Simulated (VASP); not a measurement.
# BaF2 (Fm-3m) in VASP: notebook

Runs on BaF2. Level: PBEsol. Tasks: single point, relaxation of cell and atoms.

Everything below comes from runs of VASP 6.6.1. Logs are shortened: lines on timing, memory, paths and dates and some standing lists are left out, and cuts for length are marked.

### 1 The cell of the first run

The structure is cubic, space group Fm-3m (No. 225). The conventional cell has a = 6.138 Å, b = 6.138 Å, c = 6.138 Å, α = 90.00°, β = 90.00°, γ = 90.00°. Within 3.5 Å of Ba (site symmetry m-3m) lie 8 F at 2.66 Å. Within 3.5 Å of F (site symmetry -43m) lie 4 Ba at 2.66 Å and 6 F at 3.07 Å.

### 2 Single point, PBEsol

File INCAR:

```
SYSTEM = BaF2
PREC = Accurate ; ENCUT = 600
EDIFF = 1E-6 ; ISMEAR = -1
SIGMA = 0.1 ; LREAL = .FALSE.
LASPH = .TRUE. ; NELM = 120
ALGO = Normal ; ISIF = 2
LWAVE = .FALSE. ; LCHARG = .TRUE.
GGA = PS ; LELF = .TRUE.
LVHAR = .TRUE. ; NBANDS = 19
GGA_COMPAT = .FALSE.
```

File KPOINTS:

```
regular mesh
0
G
  10 10 10
  0 0 0
```

File POSCAR:

```
BaF2
1.0
    3.0689010630      3.0689010630      0.0000000000
   -3.0689010630      3.0689010630      0.0000000000
    0.0000000000      3.0689010630      3.0689010630
Ba F
1 2
Direct
    0.0000000000      0.0000000000      0.0000000000
    0.2500000000      0.7500000000      0.5000000000
    0.7500000000      0.2500000000      0.5000000000
```

Potentials or basis: VASP PAW PBE potentials, release 64 (Ba_sv, F).

The run is started by

```bash
$ cat potpaw_PBE.64/Ba_sv/POTCAR potpaw_PBE.64/F/POTCAR > POTCAR
$ mpirun -np 1 vasp_std > vasp.out
```

OUTCAR:

```text
SYSTEM = BaF2
   PREC = Accurate
   ENCUT = 600
   EDIFF = 1E-6
   ISMEAR = -1
   LREAL = .FALSE.
   LASPH = .TRUE.
   NELM = 120
   ISIF = 2
   GGA = PS

 ion  position               nearest neighbor table
   1  0.000  0.000  0.000-   3 2.66   2 2.66   2 2.66   3 2.66   2 2.66   3 2.66   3 2.66   2 2.66

   2  0.250  0.750  0.500-   1 2.66   1 2.66   1 2.66   1 2.66
   3  0.750  0.250  0.500-   1 2.66   1 2.66   1 2.66   1 2.66

  LATTYP: Found a face centered cubic cell.
 ALAT       =     6.1378021260

  Lattice vectors:

 A1 = (   0.0000000000,   3.0689010630,   3.0689010630)
 A2 = (   3.0689010630,   0.0000000000,   3.0689010630)
 A3 = (   3.0689010630,   3.0689010630,   0.0000000000)

Analysis of symmetry for initial positions (statically):
=====================================================================
 Subroutine PRICEL returns:
 Original cell was already a primitive cell.

 Routine SETGRP: Setting up the symmetry group for a
 face centered cubic supercell.

 Subroutine GETGRP returns: Found 48 space group operations
 (whereof 48 operations were pure point group operations)
 out of a pool of 48 trial point group operations.

The static configuration has the point symmetry O_h .

Analysis of symmetry for dynamics (positions and initial velocities):
=====================================================================
 Subroutine PRICEL returns:
 Original cell was already a primitive cell.

 Routine SETGRP: Setting up the symmetry group for a
 face centered cubic supercell.

 Subroutine GETGRP returns: Found 48 space group operations
 (whereof 48 operations were pure point group operations)
 out of a pool of 48 trial point group operations.

The dynamic configuration has the point symmetry O_h .

 Subroutine INISYM returns: Found 48 space group operations
 (whereof 48 operations are pure point group operations),
 and found     1 'primitive' translations

----------------------------------------------------------------------------------------

                                     Primitive cell

  volume of cell :      57.8068

  direct lattice vectors                    reciprocal lattice vectors
     3.068901063  3.068901063  0.000000000     0.162924770  0.162924770 -0.162924770
    -3.068901063  3.068901063  0.000000000    -0.162924770  0.162924770 -0.162924770
     0.000000000  3.068901063  3.068901063     0.000000000  0.000000000  0.325849540

  length of vectors
     4.340081505  4.340081505  4.340081505     0.282193980  0.282193980  0.325849540

  position of ions in fractional coordinates (direct lattice)
     0.000000000  0.000000000  0.000000000
     0.250000000  0.750000000  0.500000000
     0.750000000  0.250000000  0.500000000

  ion indices of the primitive-cell ions
   primitive index   ion index
                 1           1
                 2           2
                 3           3

----------------------------------------------------------------------------------------

 KPOINTS: regular mesh

Automatic generation of k-mesh.
 Grid dimensions read from file:
 generate k-points for:   10   10   10

 Generating k-lattice:

  Cartesian coordinates                     Fractional coordinates (reciprocal lattice)
     0.016292477  0.016292477 -0.016292477     0.100000000  0.000000000  0.000000000
    -0.016292477  0.016292477 -0.016292477     0.000000000  0.100000000  0.000000000
     0.000000000  0.000000000  0.032584954     0.000000000  0.000000000  0.100000000

  Length of vectors
     0.028219398  0.028219398  0.032584954

  Shift w.r.t. Gamma in fractional coordinates (k-lattice)
     0.000000000  0.000000000  0.000000000

 Subroutine IBZKPT returns following result:
 ===========================================

 Found     47 irreducible k-points:

 Following reciprocal coordinates:
            Coordinates               Weight
  0.000000  0.000000  0.000000      1.000000
  0.100000  0.000000  0.000000      8.000000
  0.200000  0.000000  0.000000      8.000000
  0.300000  0.000000  0.000000      8.000000
  0.400000  0.000000  0.000000      8.000000
  0.500000  0.000000  0.000000      4.000000
[... 16 lines left out ...]
  0.300000  0.300000  0.000000     12.000000
  0.400000  0.300000  0.000000     24.000000
 [... further k-points ...]
   k-points           NKPTS =     47   k-points in BZ     NKDIM =     47   number of bands    NBANDS=     19
   number of dos      NEDOS =    301   number of ions     NIONS =      3
   total plane-waves  NPLWV =  46656
   dimension x,y,z NGX =    36 NGY =   36 NGZ =   36
   dimension x,y,z NGXF=    72 NGYF=   72 NGZF=   72
   ions per type =               1   2
   NGX,Y,Z   is equivalent  to a cutoff of  13.79, 13.79, 13.79 a.u.
   NGXF,Y,Z  is equivalent  to a cutoff of  27.58, 27.58, 27.58 a.u.
 SYSTEM =  BaF2
   PREC   = accura    normal or accurate (medium, high low for compatibility)
   ISTART =      0    job   : 0-new  1-cont  2-samecut
   ICHARG =      2    charge: 1-file 2-atom 10-const
   ISPIN  =      1    spin polarized calculation?
   LNONCOLLINEAR =      F non collinear calculations
   LSORBIT =      F    spin-orbit coupling
   LASPH  =      T    aspherical Exc in radial PAW
   ENCUT  =  600.0 eV  44.10 Ry    6.64 a.u.   8.67  8.67  8.67*2*pi/ulx,y,z
   NELM   =    120;   NELMIN=  2; NELMDL= -5     # of ELM steps
   EDIFF  = 0.1E-05   stopping-criterion for ELM
   LREAL  =      F    real-space projection
   EDIFFG = 0.1E-04   stopping-criterion for IOM
   NSW    =      0    number of steps for IOM
   IBRION =     -1    ionic relax: 0-MD 1-quasi-New 2-CG
   NFREE  =      0    steps in history (QN), initial steepest desc. (CG)
   ISIF   =      2    stress and relaxation
   ISYM   =      2    0-nonsym 1-usesym 2-fastsym
   POTIM  = 0.5000    time-step for ionic-motion
   TEBEG  =    0.0;   TEEND  =   0.0 temperature during run
   PSTRESS=    0.0 pullay stress
   NELECT =      24.0000    total number of electrons
   NUPDOWN=      -1.0000    fix difference up-down
   EMIN   =  10.00;   EMAX   =-10.00  energy-range for DOS
   EFERMI =   0.00;   METHOD = LEGACY
   ISMEAR =    -1;   SIGMA  =   0.10  broadening in eV -4-tet -1-fermi 0-gaus
   EFERMI_NEDOS =   21; number of points for ismear=-14 and -15
   IALGO  =     38    algorithm
   IMIX   =      4    mixing-type and parameters
     AMIX     =   0.40;   BMIX     =  1.00
     AMIX_MAG =   1.60;   BMIX_MAG =  1.00
  volume/ion in A,a.u.               =      19.27       130.03
  Fermi-wavevector in a.u.,A,eV,Ry     =   1.221291  2.307905 20.293781  1.491551
  Thomas-Fermi vector in A             =   2.356478
   LORBIT       =      0    0 simple, 1 ext, 2 COOP (PROOUT), +10 PAW based schemes
   GGA     = PS    functional components
   LHFCALC =     F    Hartree Fock is set to
   AEXX    =    0.0000 exact exchange contribution
   IVDW    =     0    specifies the selected vdW correction
   LEPSILON=     F    determine dielectric tensor
   LRPA    =     F    only Hartree local field effects (RPA)
 non-spin polarized calculation
  energy-cutoff  :      600.00
  volume of cell :       57.81
 maximum number of plane-waves:      1964
   NGX = 17   NGY = 17   NGZ = 17

 number of electron      23.9999989 magnetization

 Free energy of the ion-electron system (eV)
  ---------------------------------------------------
  ext. energy  EPLUGINS =         0.00000000
  ---------------------------------------------------
  free energy    TOTEN  =       -17.63926299 eV

  energy without entropy =      -17.63926299  energy(sigma->0) =      -17.63926299

 E-fermi :   0.3188     XC(G=0):  -9.0583

 val. band max:       -2.0653748059   @ k =   0.2000   0.2000   0.0000
 cond. band min:       4.6871373484   @ k =   0.0000   0.0000   0.0000
 fundamental gap:      6.7525121543
 Fermi energy:         0.3187728698

 k-point     1 :       0.0000    0.0000    0.0000
  band No.  band energies     occupation
      1     -25.0742      2.00000
      2     -20.9229      2.00000
      3     -20.8363      2.00000
      4      -9.8559      2.00000
      5      -9.8559      2.00000
      6      -9.8559      2.00000
[... 11 lines left out ...]
     18       9.5020      0.00000
     19      13.4670      0.00000

 k-point     2 :       0.1000    0.0000    0.0000
  band No.  band energies     occupation
      1     -25.0516      2.00000
      2     -20.9337      2.00000
      3     -20.8655      2.00000
      4      -9.8776      2.00000
      5      -9.8746      2.00000
      6      -9.8746      2.00000
[... 11 lines left out ...]
     18       9.5095      0.00000
     19      12.9982      0.00000

 k-point     3 :       0.2000    0.0000    0.0000
  band No.  band energies     occupation
      1     -24.9909      2.00000
      2     -20.9762      2.00000
      3     -20.9295      2.00000
      4      -9.9296      2.00000
      5      -9.9225      2.00000
      6      -9.9225      2.00000
[... 11 lines left out ...]
     18       9.5371      0.00000
     19      12.1245      0.00000

 k-point     4 :       0.3000    0.0000    0.0000
  band No.  band energies     occupation
      1     -24.9120      2.00000
      2     -21.0726      2.00000
      3     -20.9688      2.00000
      4      -9.9854      2.00000
      5      -9.9796      2.00000
      6      -9.9796      2.00000
[... 11 lines left out ...]
     18       9.5906      0.00000
     19      11.5682      0.00000

 k-point     5 :       0.4000    0.0000    0.0000
  band No.  band energies     occupation
      1     -24.8448      2.00000
      2     -21.1626      2.00000
      3     -20.9923      2.00000
      4     -10.0245      2.00000
      5     -10.0243      2.00000
      6     -10.0243      2.00000
[... 11 lines left out ...]
     18       9.6546      0.00000
     19      11.7260      0.00000

 k-point     6 :       0.5000    0.0000    0.0000
  band No.  band energies     occupation
      1     -24.8182      2.00000
      2     -21.1983      2.00000
      3     -21.0007      2.00000
      4     -10.0410      2.00000
      5     -10.0410      2.00000
      6     -10.0382      2.00000
[... 11 lines left out ...]
     18       9.6856      0.00000
     19      12.0471      0.00000

 k-point     7 :       0.1000    0.1000    0.0000
  band No.  band energies     occupation
      1     -25.0163      2.00000
      2     -20.9510      2.00000
      3     -20.9104      2.00000
      4      -9.9379      2.00000
      5      -9.8925      2.00000
      6      -9.8848      2.00000
[... 11 lines left out ...]
     18       9.5861      0.00000
     19      12.7049      0.00000

 k-point     8 :       0.2000    0.1000    0.0000
  band No.  band energies     occupation
      1     -24.9491      2.00000
      2     -21.0086      2.00000
      3     -20.9694      2.00000
      4      -9.9987      2.00000
      5      -9.9412      2.00000
      6      -9.9295      2.00000
[... 256 lines left out ...]
 k-point    20 :      -0.4000    0.2000    0.0000
  band No.  band energies     occupation
      1     -24.8344      2.00000
      2     -21.1345      2.00000
      3     -21.0370      2.00000
      4     -10.1327      2.00000
      5     -10.1326      2.00000
      6      -9.8371      2.00000
[... 11 lines left out ...]
     18      10.0004      0.00000
     19      12.0940      0.00000

 k-point    21 :      -0.3000    0.2000    0.0000
  band No.  band energies     occupation
      1     -24.9016      2.00000
      2     -21.0574      2.00000
      3     -21.0010      2.00000
      4     -10.0895      2.00000
      5     -10.0893      2.00000
      6      -9.7922      2.00000
[... 11 lines left out ...]
     18       9.7519      0.00000
     19      12.6987      0.00000

 k-point    22 :      -0.2000    0.2000    0.0000
  band No.  band energies     occupation
      1     -24.9626      2.00000
      2     -20.9823      2.00000
      3     -20.9719      2.00000
      4     -10.0234      2.00000
      5     -10.0234      2.00000
      6      -9.7940      2.00000
[... 11 lines left out ...]
     18       9.6517      0.00000
     19      13.5365      0.00000

 k-point    23 :       0.3000    0.3000    0.0000
  band No.  band energies     occupation
      1     -24.7715      2.00000
      2     -21.1432      2.00000
      3     -21.1336      2.00000
      4     -10.1327      2.00000
      5     -10.1194      2.00000
      6      -9.9709      2.00000
[... 11 lines left out ...]
     18      11.0206      0.00000
     19      12.5616      0.00000

 k-point    24 :       0.4000    0.3000    0.0000
  band No.  band energies     occupation
      1     -24.7479      2.00000
      2     -21.1976      2.00000
      3     -21.1170      2.00000
      4     -10.1947      2.00000
      5     -10.1866      2.00000
      6      -9.8808      2.00000
[... 11 lines left out ...]
     18      11.4632      0.00000
     19      12.2767      0.00000

 [... further k-points ...]

------------------------ aborting loop because EDIFF is reached ----------------------------------------

  FORCE on cell =-STRESS in cart. coord.  units (eV):
  Direction    XX          YY          ZZ          XY          YZ          ZX
  --------------------------------------------------------------------------------------
  -------------------------------------------------------------------------------------
  Total        0.4324074      0.4324074      0.4324074      0.0000000     -0.0000000      0.0000000
  in kB       11.9846404     11.9846404     11.9846404      0.0000000     -0.0000000      0.0000000
  external PRESSURE =      11.9846404 kB  Pullay stress =       0.0000000 kB

 VOLUME and BASIS-vectors are now :
 -----------------------------------------------------------------------------
  energy-cutoff  :      600.00
  volume of cell :       57.81
      direct lattice vectors                 reciprocal lattice vectors
     3.068901063  3.068901063  0.000000000     0.162924770  0.162924770 -0.162924770
    -3.068901063  3.068901063  0.000000000    -0.162924770  0.162924770 -0.162924770
     0.000000000  3.068901063  3.068901063     0.000000000  0.000000000  0.325849540

 POSITION                                       TOTAL-FORCE (eV/Angst)
 -----------------------------------------------------------------------------------
      0.00000      0.00000      0.00000        -0.000000     -0.000000      0.000000
     -1.53445      4.60335      1.53445        -0.000000     -0.000000     -0.000000
      1.53445      4.60335      1.53445         0.000000      0.000000      0.000000
 -----------------------------------------------------------------------------------
    total drift:                                0.000000      0.000000      0.000000

  FREE ENERGIE OF THE ION-ELECTRON SYSTEM (eV)
  ---------------------------------------------------
  free  energy   TOTEN  =       -17.6392629940 eV

  energy  without entropy=      -17.6392629939  energy(sigma->0) =      -17.63926299
```

Run time: 31 s. Hardware: 1 thread of Intel Xeon 6975P-C (Granite Rapids), shared host; peak memory 0.23 GiB.

Results:

- Free energy: -17.6393 eV
- Pressure: 1.2 GPa
- Band gap on the k mesh: 6.75 eV (least direct gap 6.85 eV)

Caveat: the PAW data sets were made with another functional, which shifts forces and pressure a little; spin-orbit coupling is left out, which moves the levels of the heavy elements.

### 3 Relaxation of cell and atoms, PBEsol

This run uses another cell than the first one, of 19.86 Å³/atom.

File INCAR:

```
SYSTEM = BaF2
ALGO = Normal ; EDIFF = 1E-7
EDIFFG = -0.002 ; ENCUT = 600
GGA = PS ; GGA_COMPAT = .FALSE.
IBRION = 2 ; ISIF = 3
ISMEAR = -1 ; LASPH = .TRUE.
LCHARG = .FALSE. ; LREAL = .FALSE.
LWAVE = .FALSE. ; NELM = 120
NELMIN = 4 ; NSW = 100
PREC = Accurate ; SIGMA = 0.1
```

File KPOINTS:

```
k-points
0
G
  10 10 10
  0 0 0
```

File POSCAR:

```
BaF2
1.0
    3.1000500000      3.1000500000      0.0000000000
   -3.1000500000      3.1000500000      0.0000000000
    0.0000000000      3.1000500000      3.1000500000
Ba F
1 2
Direct
    0.0000000000      0.0000000000      0.0000000000
    0.2500000000      0.7500000000      0.5000000000
    0.7500000000      0.2500000000      0.5000000000
```

Potentials or basis: VASP PAW PBE potentials, release 64 (Ba_sv, F).

The run is started by

```bash
$ cat potpaw_PBE.64/Ba_sv/POTCAR potpaw_PBE.64/F/POTCAR > POTCAR
$ mpirun -np 1 vasp_std > vasp.out
```

Wall time 56 s (1 thread of Intel Xeon 6975P-C (Granite Rapids), shared host); peak memory 0.23 GiB.

It converged, with:

| Quantity | Value |
| --- | --- |
| Free energy | -17.6464 eV |
| Relaxed volume | 19.63 Å³/atom |
| Relaxed cell | a = 4.367 Å, b = 4.367 Å, c = 4.367 Å, α = 60.00°, β = 60.00°, γ = 90.00° |
| Space group after relaxing (to 0.1 Å) | Fm-3m (No. 225) |
| Energy gained by relaxing | 0.5 meV/atom |
| Ionic steps | 3 |
| Pressure after relaxing | 0.0 GPa |
| Band gap on the k mesh | 6.68 eV (least direct gap 6.76 eV) |

The path:
| step | energy change (eV) | largest force (eV/Å) | pressure (GPa) | volume (Å³) |
| --- | --- | --- | --- | --- |
| 1 | 0.0000 | 0.0000 | -0.69 | 59.58 |
| 2 | -0.0015 | 0.0000 | 0.04 | 58.85 |
| 3 | -0.0015 | 0.0000 | 0.00 | 58.89 |

Final structure:
```
Ba F
1.0
     3.08798    3.08798    0.00000
    -3.08798    3.08798    0.00000
     0.00000    3.08798    3.08798
Ba F
1 2
Direct
  0.00000 0.00000 0.00000
  0.25000 0.75000 0.50000
  0.75000 0.25000 0.50000
```

Levels at points of the mesh, in eV from the valence-band top:
| k point | band 8 | band 9 | band 10 | band 11 | band 12 | band 13 | band 14 | band 15 | band 16 |
| --- | --- | --- | --- | --- | --- | --- | --- | --- | --- |
| (0.00, 0.00, 0.00) | -1.57 | -1.57 | -0.09 | -0.09 | -0.09 | 6.68 | 9.15 | 9.15 | 11.42 |
| (0.50, 0.00, 0.00) | -1.15 | -0.70 | -0.36 | -0.17 | -0.17 | 9.07 | 9.16 | 9.16 | 9.73 |
| (0.50, 0.50, 0.00) | -0.38 | -0.38 | -0.33 | -0.33 | -0.14 | 7.19 | 8.96 | 10.71 | 11.99 |

Caveat: the PAW data sets were made with another functional, which shifts forces and pressure a little; spin-orbit coupling is left out, which moves the levels of the heavy elements. A k mesh can miss the band edges.
